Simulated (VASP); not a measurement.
# HfTa3N2 (R-3m) in VASP: single point with PBE

Aim: the single point of HfTa3N2 with PBE.

Everything below comes from runs of VASP 6.6.1. Logs are shortened: lines on timing, memory, paths and dates and some standing lists are left out, and cuts for length are marked.

### 1 The cell of the first run

It takes space group R-3m (No. 166, trigonal). Conventional cell: a = 5.012 Å, b = 5.012 Å, c = 12.158 Å, α = 90.00°, β = 90.00°, γ = 120.00°. Within 3.3 Å of Hf (site symmetry -3m) lie 6 Ta at 2.49 Å and 6 N at 2.94 Å. Within 3.3 Å of Ta (site symmetry 2/m) lie 2 Hf at 2.49 Å and 4 Ta at 2.51 Å and 6 N at 2.92 to 2.94 Å. Within 3.8 Å of N (site symmetry 3m) lie 9 Ta at 2.92 to 2.94 Å and 3 Hf at 2.94 Å and 4 N at 2.98 to 3.09 Å.

### 2 Single point, PBE

Contents of INCAR:

```
SYSTEM = HfTa3N2
PREC = Accurate
ENCUT = 520
EDIFF = 1E-6
ISMEAR = 0
SIGMA = 0.1
LREAL = .FALSE.
LASPH = .TRUE.
NELM = 100
ALGO = Normal
ISIF = 2
LWAVE = .FALSE.
LCHARG = .TRUE.
GGA = PE
LELF = .TRUE.
LVHAR = .TRUE.
NBANDS = 36
```

Contents of KPOINTS:

```
Automatic mesh
0
G
  6 6 6
  0 0 0
```

Contents of POSCAR:

```
HfTa3N2
1.0
    2.5060086000      1.4468447400      4.0527232300
   -2.5060086000      1.4468447400      4.0527232300
    0.0000000000     -2.8936894800      4.0527232300
Hf Ta N
1 3 2
Direct
    0.0000000000      0.0000000000      0.0000000000
    0.0000000000      0.5000000000      0.0000000000
    0.5000000000      0.0000000000      0.0000000000
    0.0000000000      0.0000000000      0.5000000000
    0.6225940000      0.6225940000      0.6225940000
    0.3774060000      0.3774060000      0.3774060000
```

Potentials or basis: VASP PAW PBE potentials, release 64 (Hf_pv, Ta_pv, N).

The run is started by

```
$ cat potpaw_PBE.64/Hf_pv/POTCAR potpaw_PBE.64/Ta_pv/POTCAR potpaw_PBE.64/N/POTCAR > POTCAR
$ mpirun -np 1 vasp_std > vasp.out
```

OUTCAR:

```text
SYSTEM = HfTa3N2
   PREC = Accurate
   ENCUT = 520
   EDIFF = 1E-6
   ISMEAR = 0
   LREAL = .FALSE.
   LASPH = .TRUE.
   NELM = 100
   ISIF = 2
   GGA = PE

 ion  position               nearest neighbor table
   1  0.000  0.000  0.000-   2 2.49   3 2.49   2 2.49   3 2.49   4 2.49   4 2.49
   2  0.000  0.500  0.000-   1 2.49   1 2.49   3 2.51   3 2.51   4 2.51   4 2.51
   3  0.500  0.000  0.000-   1 2.49   1 2.49   2 2.51   2 2.51   4 2.51   4 2.51
   4  0.000  0.000  0.500-   1 2.49   1 2.49   2 2.51   3 2.51   2 2.51   3 2.51
   5  0.623  0.623  0.623-
   6  0.377  0.377  0.377-

  LATTYP: Found a trigonal (rhomboedric) cell.
 ALAT       =     4.9797594705
 COS(alpha) =     0.4935012507

  Lattice vectors:

 A1 = (   2.5060086000,   1.4468447400,   4.0527232300)
 A2 = (  -2.5060086000,   1.4468447400,   4.0527232300)
 A3 = (   0.0000000000,  -2.8936894800,   4.0527232300)

Analysis of symmetry for initial positions (statically):
=====================================================================
 Subroutine PRICEL returns:
 Original cell was already a primitive cell.

 Routine SETGRP: Setting up the symmetry group for a
 trigonal (rhombohedral) supercell.

 Subroutine GETGRP returns: Found 12 space group operations
 (whereof 12 operations were pure point group operations)
 out of a pool of 12 trial point group operations.

The static configuration has the point symmetry D_3d.

Analysis of symmetry for dynamics (positions and initial velocities):
=====================================================================
 Subroutine PRICEL returns:
 Original cell was already a primitive cell.

 Routine SETGRP: Setting up the symmetry group for a
 trigonal (rhombohedral) supercell.

 Subroutine GETGRP returns: Found 12 space group operations
 (whereof 12 operations were pure point group operations)
 out of a pool of 12 trial point group operations.

The dynamic configuration has the point symmetry D_3d.

 Subroutine INISYM returns: Found 12 space group operations
 (whereof 12 operations are pure point group operations),
 and found     1 'primitive' translations

----------------------------------------------------------------------------------------

                                     Primitive cell

  volume of cell :      88.1663

  direct lattice vectors                    reciprocal lattice vectors
     2.506008600  1.446844740  4.052723230     0.199520465  0.115193194  0.082249222
    -2.506008600  1.446844740  4.052723230    -0.199520465  0.115193194  0.082249222
     0.000000000 -2.893689480  4.052723230     0.000000000 -0.230386388  0.082249222

  length of vectors
     4.979759470  4.979759470  4.979759471     0.244627926  0.244627926  0.244627926

  position of ions in fractional coordinates (direct lattice)
     0.000000000  0.000000000  0.000000000
     0.000000000  0.500000000  0.000000000
     0.500000000  0.000000000  0.000000000
     0.000000000  0.000000000  0.500000000
     0.622594000  0.622594000  0.622594000
     0.377406000  0.377406000  0.377406000

  ion indices of the primitive-cell ions
   primitive index   ion index
                 1           1
                 2           2
                 3           3
                 4           4
                 5           5
                 6           6

----------------------------------------------------------------------------------------

 KPOINTS: Automatic mesh

Automatic generation of k-mesh.
 Grid dimensions read from file:
 generate k-points for:    6    6    6

 Generating k-lattice:

  Cartesian coordinates                     Fractional coordinates (reciprocal lattice)
     0.033253411  0.019198866  0.013708204     0.166666667  0.000000000  0.000000000
    -0.033253411  0.019198866  0.013708204     0.000000000  0.166666667  0.000000000
     0.000000000 -0.038397731  0.013708204     0.000000000  0.000000000  0.166666667

  Length of vectors
     0.040771321  0.040771321  0.040771321

  Shift w.r.t. Gamma in fractional coordinates (k-lattice)
     0.000000000  0.000000000  0.000000000

 Subroutine IBZKPT returns following result:
 ===========================================

 Found     32 irreducible k-points:

 Following reciprocal coordinates:
            Coordinates               Weight
  0.000000  0.000000  0.000000      1.000000
  0.166667 -0.000000 -0.000000      6.000000
  0.333333 -0.000000 -0.000000      6.000000
  0.500000 -0.000000 -0.000000      3.000000
  0.166667  0.166667 -0.000000      6.000000
  0.333333  0.166667 -0.000000     12.000000
[... 16 lines left out ...]
  0.500000  0.500000  0.166667      6.000000
 -0.333333  0.500000  0.166667     12.000000
 [... further k-points ...]
   k-points           NKPTS =     32   k-points in BZ     NKDIM =     32   number of bands    NBANDS=     36
   number of dos      NEDOS =    301   number of ions     NIONS =      6
   total plane-waves  NPLWV =  64000
   dimension x,y,z NGX =    40 NGY =   40 NGZ =   40
   dimension x,y,z NGXF=    80 NGYF=   80 NGZF=   80
   ions per type =               1   3   2
   NGX,Y,Z   is equivalent  to a cutoff of  13.35, 13.35, 13.35 a.u.
   NGXF,Y,Z  is equivalent  to a cutoff of  26.71, 26.71, 26.71 a.u.
 SYSTEM =  HfTa3N2
   PREC   = accura    normal or accurate (medium, high low for compatibility)
   ISTART =      0    job   : 0-new  1-cont  2-samecut
   ICHARG =      2    charge: 1-file 2-atom 10-const
   ISPIN  =      1    spin polarized calculation?
   LNONCOLLINEAR =      F non collinear calculations
   LSORBIT =      F    spin-orbit coupling
   LASPH  =      T    aspherical Exc in radial PAW
   ENCUT  =  520.0 eV  38.22 Ry    6.18 a.u.   9.26  9.26  9.26*2*pi/ulx,y,z
   NELM   =    100;   NELMIN=  2; NELMDL= -5     # of ELM steps
   EDIFF  = 0.1E-05   stopping-criterion for ELM
   LREAL  =      F    real-space projection
   EDIFFG = 0.1E-04   stopping-criterion for IOM
   NSW    =      0    number of steps for IOM
   IBRION =     -1    ionic relax: 0-MD 1-quasi-New 2-CG
   NFREE  =      0    steps in history (QN), initial steepest desc. (CG)
   ISIF   =      2    stress and relaxation
   ISYM   =      2    0-nonsym 1-usesym 2-fastsym
   POTIM  = 0.5000    time-step for ionic-motion
   TEBEG  =    0.0;   TEEND  =   0.0 temperature during run
   PSTRESS=    0.0 pullay stress
   NELECT =      53.0000    total number of electrons
   NUPDOWN=      -1.0000    fix difference up-down
   EMIN   =  10.00;   EMAX   =-10.00  energy-range for DOS
   EFERMI =   0.00;   METHOD = LEGACY
   ISMEAR =     0;   SIGMA  =   0.10  broadening in eV -4-tet -1-fermi 0-gaus
   EFERMI_NEDOS =   21; number of points for ismear=-14 and -15
   IALGO  =     38    algorithm
   IMIX   =      4    mixing-type and parameters
     AMIX     =   0.40;   BMIX     =  1.00
     AMIX_MAG =   1.60;   BMIX_MAG =  1.00
  volume/ion in A,a.u.               =      14.69        99.16
  Fermi-wavevector in a.u.,A,eV,Ry     =   1.381654  2.610947 25.973075  1.908967
  Thomas-Fermi vector in A             =   2.506418
   LORBIT       =      0    0 simple, 1 ext, 2 COOP (PROOUT), +10 PAW based schemes
   GGA     = PE    functional components
   LHFCALC =     F    Hartree Fock is set to
   AEXX    =    0.0000 exact exchange contribution
   IVDW    =     0    specifies the selected vdW correction
   LEPSILON=     F    determine dielectric tensor
   LRPA    =     F    only Hartree local field effects (RPA)
 non-spin polarized calculation
 Gauss-broadening in eV      SIGMA  =   0.10
  energy-cutoff  :      520.00
  volume of cell :       88.17
 maximum number of plane-waves:      2403
 NGX is ok and might be reduce to    40
   NGX = 19   NGY = 19   NGZ = 19

 number of electron      53.0000000 magnetization

 Free energy of the ion-electron system (eV)
  ---------------------------------------------------
  ext. energy  EPLUGINS =         0.00000000
  ---------------------------------------------------
  free energy    TOTEN  =       -47.47670124 eV

  energy without entropy =      -47.45843085  energy(sigma->0) =      -47.46756604

 E-fermi :   5.6648     XC(G=0): -12.1939

 val. band max:        5.6490531449   @ k =   0.5000   0.5000  -0.0000
 cond. band min:       5.6882837559   @ k =  -0.3333   0.5000   0.1667
 fundamental gap:      0.0392306110
 Fermi energy:         5.6647769338

 k-point     1 :       0.0000    0.0000    0.0000
  band No.  band energies     occupation
      1     -30.9184      2.00000
      2     -29.4442      2.00000
      3     -29.4442      2.00000
      4     -29.2541      2.00000
      5     -28.6427      2.00000
      6     -28.6427      2.00000
[... 28 lines left out ...]
     35      10.3314      0.00000
     36      11.3926      0.00000

 k-point     2 :       0.1667   -0.0000   -0.0000
  band No.  band energies     occupation
      1     -30.7666      2.00000
      2     -29.4210      2.00000
      3     -29.3386      2.00000
      4     -29.2063      2.00000
      5     -28.6460      2.00000
      6     -28.6434      2.00000
[... 28 lines left out ...]
     35      10.2873      0.00000
     36      10.7831      0.00000

 k-point     3 :       0.3333   -0.0000   -0.0000
  band No.  band energies     occupation
      1     -30.4104      2.00000
      2     -29.3023      2.00000
      3     -29.1016      2.00000
      4     -29.0465      2.00000
      5     -28.6559      2.00000
      6     -28.6446      2.00000
[... 28 lines left out ...]
     35       9.2750      0.00000
     36       9.9714      0.00000
[... 742 lines left out ...]
 k-point    23 :       0.5000    0.5000    0.1667
  band No.  band energies     occupation
      1     -30.1945      2.00000
      2     -29.3362      2.00000
      3     -29.0177      2.00000
      4     -28.9161      2.00000
      5     -28.7405      2.00000
      6     -28.5033      2.00000
[... 28 lines left out ...]
     35       8.3530      0.00000
     36       9.1660      0.00000

 k-point    24 :      -0.3333    0.5000    0.1667
  band No.  band energies     occupation
      1     -29.9208      2.00000
      2     -29.3503      2.00000
      3     -28.9356      2.00000
      4     -28.8332      2.00000
      5     -28.6831      2.00000
      6     -28.6615      2.00000
[... 28 lines left out ...]
     35       8.3516      0.00000
     36       8.6117      0.00000

 [... further k-points ...]
[... 5 lines left out ...]
  --------------------------------------------------------------------------------------
  -------------------------------------------------------------------------------------
  Total       14.7339145     14.7339145     21.1024632      0.0000000     -0.0000000      0.0000000
  in kB      267.7478821    267.7478821    383.4785274      0.0000000     -0.0000000      0.0000000
  external PRESSURE =     306.3247639 kB  Pullay stress =       0.0000000 kB

 VOLUME and BASIS-vectors are now :
 -----------------------------------------------------------------------------
  energy-cutoff  :      520.00
  volume of cell :       88.17
      direct lattice vectors                 reciprocal lattice vectors
     2.506008600  1.446844740  4.052723230     0.199520465  0.115193194  0.082249222
    -2.506008600  1.446844740  4.052723230    -0.199520465  0.115193194  0.082249222
     0.000000000 -2.893689480  4.052723230     0.000000000 -0.230386388  0.082249222

 POSITION                                       TOTAL-FORCE (eV/Angst)
 -----------------------------------------------------------------------------------
      0.00000      0.00000      0.00000        -0.000000      0.000000      0.000000
     -1.25300      0.72342      2.02636        -0.000000      0.000000      0.000000
      1.25300      0.72342      2.02636         0.000000     -0.000000      0.000000
      0.00000     -1.44684      2.02636         0.000000     -0.000000      0.000000
      0.00000      0.00000      7.56960        -0.000000     -0.000000     -0.054367
      0.00000      0.00000      4.58857        -0.000000      0.000000      0.054367
 -----------------------------------------------------------------------------------
    total drift:                                0.000000      0.000000     -0.000000

  FREE ENERGIE OF THE ION-ELECTRON SYSTEM (eV)
  ---------------------------------------------------
  free  energy   TOTEN  =       -47.4767012367 eV

  energy  without entropy=      -47.4584308498  energy(sigma->0) =      -47.46756604
```

Run time: 95 s. Hardware: 1 thread of Intel Xeon Platinum 8488C (Sapphire Rapids), shared host; peak memory 0.29 GiB.

Results:

```
Free energy   : -47.4767 eV
Pressure      : 30.6 GPa
Largest force : 0.054 eV/Å
```

Forces in eV/Å, atoms in the order of the input:
```
Hf   0.000  0.000  0.000
Ta   0.000  0.000  0.000
Ta   0.000  0.000  0.000
Ta   0.000  0.000  0.000
N    0.000  0.000 -0.054
N    0.000  0.000  0.054
```

Caveat: spin-orbit coupling is left out, which moves the levels of the heavy elements.
